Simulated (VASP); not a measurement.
# BaTiO3 (R3m) in VASP: single point with r2SCAN

Aim: the single point of BaTiO3 with r2SCAN.

All numbers are computed with VASP 6.6.1; they aren't measurements. Logs are shortened: lines on timing, memory, paths and dates and some standing lists are left out, and cuts for length are marked.

### Step 1. The cell of the first run

The structure is trigonal, space group R3m (No. 160). Conventional cell: a = 5.534 Å, b = 5.534 Å, c = 6.779 Å, α = 90.00°, β = 90.00°, γ = 120.00°. Ba (site symmetry 3m) has 12 O at 2.75 to 2.78 Å and 8 Ti at 3.37 to 3.41 Å within 3.6 Å. Ti (site symmetry 3m) has 6 O at 1.93 to 1.98 Å within 2.6 Å. O (site symmetry m) has 2 Ti at 1.93 to 1.98 Å within 2.6 Å.

### Step 2. Single point, r2SCAN (11.99 Å³/atom)

POSCAR reads:

```
BaTiO3
1.0
    2.7669936687      1.5975245395      2.2597857862
   -2.7669936687      1.5975245395      2.2597857862
    0.0000000000     -3.1950490789      2.2597857863
Ba Ti O
1 1 3
Direct
    0.0027206852      0.0027206852      0.0027206852
    0.4998624423      0.4998624423      0.4998624423
    0.5052178393      0.5052178393      0.0061811939
    0.0061811939      0.5052178393      0.5052178393
    0.5052178393      0.0061811939      0.5052178393
```

INCAR.step1 reads:

```
SYSTEM = BaTiO3
  PREC = Accurate
  ENCUT = 1480
  ISMEAR = 0
  SIGMA = 0.05
  LREAL = .FALSE.
  LASPH = .TRUE.
  NELM = 120
  NBANDS = 28
  GGA = PE
  ALGO = Normal
  EDIFF = 1E-5
  LWAVE = .TRUE.
  LCHARG = .FALSE.
  GGA_COMPAT = .FALSE.
```

INCAR.step2 reads:

```
SYSTEM = BaTiO3
  PREC = Accurate
  ENCUT = 1480
  EDIFF = 1E-6
  ISMEAR = 0
  SIGMA = 0.05
  LREAL = .FALSE.
  LASPH = .TRUE.
  NELM = 120
  ALGO = Normal
  ISIF = 2
  LWAVE = .FALSE.
  LCHARG = .TRUE.
  METAGGA = R2SCAN
  LMIXTAU = .TRUE.
  LELF = .TRUE.
  LVHAR = .TRUE.
  NBANDS = 28
  ISTART = 1
  GGA_COMPAT = .FALSE.
```

KPOINTS reads:

```
Automatic mesh
0
G
  6 6 6
  0 0 0
```

Potentials or basis: VASP PAW PBE potentials, release 64 (Ba_sv, Ti_sv, O_h).

Command:

```console
$ cat potpaw_PBE.64/Ba_sv/POTCAR potpaw_PBE.64/Ti_sv/POTCAR potpaw_PBE.64/O_h/POTCAR > POTCAR
$ cp INCAR.step1 INCAR
$ mpirun -np 1 vasp_std > vasp.out
$ cp INCAR.step2 INCAR
$ mpirun -np 1 vasp_std > vasp.out
```

OUTCAR:

```text
SYSTEM = BaTiO3
   PREC = Accurate
   ENCUT = 1480
   EDIFF = 1E-6
   ISMEAR = 0
   LREAL = .FALSE.
   LASPH = .TRUE.
   NELM = 120
   ISIF = 2
   METAGGA = R2SCAN
   ISTART = 1

 ion  position               nearest neighbor table
   1  0.003  0.003  0.003-   3 2.75   4 2.75   5 2.75   4 2.77   5 2.77   5 2.77   4 2.77   3 2.77
                             3 2.77   3 2.78   4 2.78   5 2.78   2 3.37   2 3.38   2 3.38   2 3.38
   2  0.500  0.500  0.500-   4 1.93   5 1.93   3 1.93   5 1.98   4 1.98   3 1.98   1 3.37   1 3.38
                             1 3.38   1 3.38   1 3.40   1 3.40   1 3.40   1 3.41
   3  0.505  0.505  0.006-   2 1.93   2 1.98   1 2.75   1 2.77   1 2.77   1 2.78
   4  0.006  0.505  0.505-   2 1.93   2 1.98   1 2.75   1 2.77   1 2.77   1 2.78
   5  0.505  0.006  0.505-   2 1.93   2 1.98   1 2.75   1 2.77   1 2.77   1 2.78

  LATTYP: Found a trigonal (rhomboedric) cell.
 ALAT       =     3.9134346061
 COS(alpha) =     0.0001607898

  Lattice vectors:

 A1 = (   2.7669936687,   1.5975245395,   2.2597857862)
 A2 = (  -2.7669936687,   1.5975245395,   2.2597857862)
 A3 = (   0.0000000000,  -3.1950490789,   2.2597857863)

Analysis of symmetry for initial positions (statically):
=====================================================================
 Subroutine PRICEL returns:
 Original cell was already a primitive cell.

 Routine SETGRP: Setting up the symmetry group for a
 trigonal (rhombohedral) supercell.

 Subroutine GETGRP returns: Found  6 space group operations
 (whereof  6 operations were pure point group operations)
 out of a pool of 12 trial point group operations.

The static configuration has the point symmetry C_3v.

Analysis of symmetry for dynamics (positions and initial velocities):
=====================================================================
 Subroutine PRICEL returns:
 Original cell was already a primitive cell.

 Routine SETGRP: Setting up the symmetry group for a
 trigonal (rhombohedral) supercell.

 Subroutine GETGRP returns: Found  6 space group operations
 (whereof  6 operations were pure point group operations)
 out of a pool of 12 trial point group operations.

The dynamic configuration has the point symmetry C_3v.

 Subroutine INISYM returns: Found  6 space group operations
 (whereof  6 operations are pure point group operations),
 and found     1 'primitive' translations

----------------------------------------------------------------------------------------

                                     Primitive cell
[... 93 lines left out ...]
   LSORBIT =      F    spin-orbit coupling
   LASPH  =      T    aspherical Exc in radial PAW
   ENCUT  = 1480.0 eV 108.78 Ry   10.43 a.u.  12.28 12.28 12.28*2*pi/ulx,y,z
   NELM   =    120;   NELMIN=  2; NELMDL=  0     # of ELM steps
   EDIFF  = 0.1E-05   stopping-criterion for ELM
   LREAL  =      F    real-space projection
[... 7 lines left out ...]
   TEBEG  =    0.0;   TEEND  =   0.0 temperature during run
   PSTRESS=    0.0 pullay stress
   NELECT =      40.0000    total number of electrons
   NUPDOWN=      -1.0000    fix difference up-down
   EMIN   =  10.00;   EMAX   =-10.00  energy-range for DOS
   EFERMI =   0.00;   METHOD = LEGACY
   ISMEAR =     0;   SIGMA  =   0.05  broadening in eV -4-tet -1-fermi 0-gaus
   EFERMI_NEDOS =   21; number of points for ismear=-14 and -15
   IALGO  =     38    algorithm
   IMIX   =      4    mixing-type and parameters
     AMIX     =   0.40;   BMIX     =  1.00
     AMIX_MAG =   1.60;   BMIX_MAG =  1.00
  volume/ion in A,a.u.               =      11.99        80.89
  Fermi-wavevector in a.u.,A,eV,Ry     =   1.430661  2.703557 27.848283  2.046791
  Thomas-Fermi vector in A             =   2.550482
   LORBIT       =      0    0 simple, 1 ext, 2 COOP (PROOUT), +10 PAW based schemes
   METAGGA = R2SCAN    functional components
   LHFCALC =     F    Hartree Fock is set to
   AEXX    =    0.0000 exact exchange contribution
   IVDW    =     0    specifies the selected vdW correction
   LEPSILON=     F    determine dielectric tensor
   LRPA    =     F    only Hartree local field effects (RPA)
 non-spin polarized calculation
 Gauss-broadening in eV      SIGMA  =   0.05
  energy-cutoff  :     1480.00
  volume of cell :       59.93
 maximum number of plane-waves:      7809
 NGX is ok and might be reduce to    50
   NGX = 25   NGY = 25   NGZ = 25

 number of electron      40.0000002 magnetization

 Free energy of the ion-electron system (eV)
  ---------------------------------------------------
  ext. energy  EPLUGINS =         0.00000000
  ---------------------------------------------------
  free energy    TOTEN  =       -74.07655087 eV

  energy without entropy =      -74.07655087  energy(sigma->0) =      -74.07655087

 E-fermi :   4.7977     XC(G=0): -12.3107

 val. band max:        4.4422511154   @ k =   0.5000   0.5000   0.5000
 cond. band min:       6.7739407641   @ k =   0.0000   0.0000   0.0000
 fundamental gap:      2.3316896488
 Fermi energy:         4.7977021372

 k-point     1 :       0.0000    0.0000    0.0000
  band No.  band energies     occupation
      1     -54.0959      2.00000
      2     -29.3010      2.00000
      3     -29.3010      2.00000
      4     -29.3004      2.00000
      5     -20.8855      2.00000
      6     -13.5451      2.00000
[... 733 lines left out ...]
     27      13.6348      0.00000
     28      14.1948      0.00000

 [... further k-points ...]

------------------------ aborting loop because EDIFF is reached ----------------------------------------

  FORCE on cell =-STRESS in cart. coord.  units (eV):
  Direction    XX          YY          ZZ          XY          YZ          ZX
  --------------------------------------------------------------------------------------
  -------------------------------------------------------------------------------------
  Total        5.6979906      5.6979906      5.6260661      0.0000000     -0.0000000      0.0000000
  in kB      152.3204032    152.3204032    150.3976974      0.0000000     -0.0000000      0.0000000
  external PRESSURE =     151.6795012 kB  Pullay stress =       0.0000000 kB

 VOLUME and BASIS-vectors are now :
 -----------------------------------------------------------------------------
  energy-cutoff  :     1480.00
  volume of cell :       59.93
      direct lattice vectors                 reciprocal lattice vectors
     2.766993669  1.597524539  2.259785786     0.180701534  0.104328079  0.147506607
    -2.766993669  1.597524539  2.259785786    -0.180701534  0.104328079  0.147506607
     0.000000000 -3.195049079  2.259785786     0.000000000 -0.208656158  0.147506607

 POSITION                                       TOTAL-FORCE (eV/Angst)
 -----------------------------------------------------------------------------------
      0.00000      0.00000      0.01844        -0.000000      0.000000      0.011444
      0.00000      0.00000      3.38875        -0.000000      0.000000      0.028555
      0.00000      1.59445      2.29734        -0.000000      0.010972     -0.013333
     -1.38083     -0.79722      2.29734        -0.009502     -0.005486     -0.013333
      1.38083     -0.79722      2.29734         0.009502     -0.005486     -0.013333
 -----------------------------------------------------------------------------------
    total drift:                                0.000000     -0.000000     -0.001895

  FREE ENERGIE OF THE ION-ELECTRON SYSTEM (eV)
  ---------------------------------------------------
  free  energy   TOTEN  =       -74.0765508671 eV

  energy  without entropy=      -74.0765508671  energy(sigma->0) =      -74.07655087
```

OUTCAR.step1:

```text
SYSTEM = BaTiO3
   PREC = Accurate
   ENCUT = 1480
   ISMEAR = 0
   LREAL = .FALSE.
   LASPH = .TRUE.
[... 980 lines left out ...]
      0.00000      1.59445      2.29734         0.000000      0.017335     -0.004645
     -1.38083     -0.79722      2.29734        -0.015012     -0.008667     -0.004645
      1.38083     -0.79722      2.29734         0.015012     -0.008667     -0.004645
 -----------------------------------------------------------------------------------
    total drift:                                0.000000     -0.000000     -0.000070

  FREE ENERGIE OF THE ION-ELECTRON SYSTEM (eV)
  ---------------------------------------------------
  free  energy   TOTEN  =       -39.7180194302 eV

  energy  without entropy=      -39.7180194302  energy(sigma->0) =      -39.71801943
```

Run time: 9.9 min. Hardware: 1 thread of Intel Xeon Platinum 8488C (Sapphire Rapids), shared host; peak memory 0.56 GiB.

What came out:

- Free energy: -74.0766 eV
- Pressure: 15.2 GPa
- Largest force: 0.029 eV/Å
- Band gap on the k mesh: 2.33 eV (least direct gap 2.42 eV)

Forces in eV/Å, atoms in the order of the input:
```
Ba   0.000  0.000  0.011
Ti   0.000  0.000  0.029
O    0.000  0.011 -0.013
O   -0.010 -0.005 -0.013
O    0.010 -0.005 -0.013
```

Caveat: the cell stands under pressure; the PAW data sets were made with another functional, which shifts forces and pressure a little; spin-orbit coupling is left out, which moves the levels of the heavy elements. r2SCAN opens gaps a little over a GGA but as a rule still falls short of measured ones.
